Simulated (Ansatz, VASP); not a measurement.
# Two plane-wave programs on Ir

Contents of INCAR:

```
  PREC = Accurate
  ENCUT = 600
  EDIFF = 1E-6
  ISMEAR = 0
  SIGMA = 0.1
  LREAL = F
  LASPH = T
  NELM = 60
  ALGO = Fast
  ISIF = 3
  LWAVE = F
  LCHARG = F
  GGA = RP
  IBRION = 2
  NSW = 100
  EDIFFG = -0.005
```

The input KPOINTS:

```
regular mesh
0
Gamma
  18 18 18
```

POSCAR

```
Ir
1.0
    0.0000000000      1.9462112832      1.9462112832
    1.9462112832      0.0000000000      1.9462112832
    1.9462112832      1.9462112832      0.0000000000
Ir
1
Direct
    0.0000000000      0.0000000000      0.0000000000
```

Input for Ansatz:

```yaml
crystal:
  lattice:
    - [0.0, 1.9462112829, 1.9462112829]
    - [1.9462112829, 0.0, 1.9462112829]
    - [1.9462112829, 1.9462112829, 0.0]
  atoms:
    - { symbol: Ir, position: [0.0, 0.0, 0.0] }
basis:
  ecutwfc: 420
kpoints:
  mp_grid: { grid: [18, 18, 18] }
hamiltonian:
  xc: rpbe
scf:
  occupations: { method: gaussian, width: 0.1 }
output:
  forces: true
  stress: true
  eigenvalues: true
relax:
  adjacent_minimum: "off"
  f_tol: 0.005
  max_steps: 80
  cell: { stress_tol: 0.05 }
```

Alike in both runs: task relaxation of cell and atoms; functional RPBE; k mesh 18 × 18 × 18; occupations gaussian, width 0.1 eV; no spin polarisation.

```csv
,VASP,Ansatz
version,VASP 6.6.1,Ansatz 0.2.0
potentials or method,"VASP PAW PBE potentials, release 64 (Ir), cutoff 600 eV","scalar-relativistic, plane waves, PAW"
valence electrons in the cell,9,17
```

|  | VASP | Ansatz | Ansatz less VASP |
| --- | --- | --- | --- |
| gap on the k mesh at the Fermi level, each at its own relaxed structure (eV) | none | none | - |
| relaxed volume (Å³/atom) | 14.69 | 14.67 | -0.016 |
| relaxed cell length with the largest relative difference (Å) | 2.749 | 2.748 | -0.0010 |

VASP's potentials were made for PBE, not for RPBE. A gap of «none» marks a metal or a gap that the smearing closes. VASP's potentials hold 9 valence electrons a cell and Ansatz's 17, so a difference there can come from the potentials and not from the codes.

Spin-orbit coupling is off throughout.
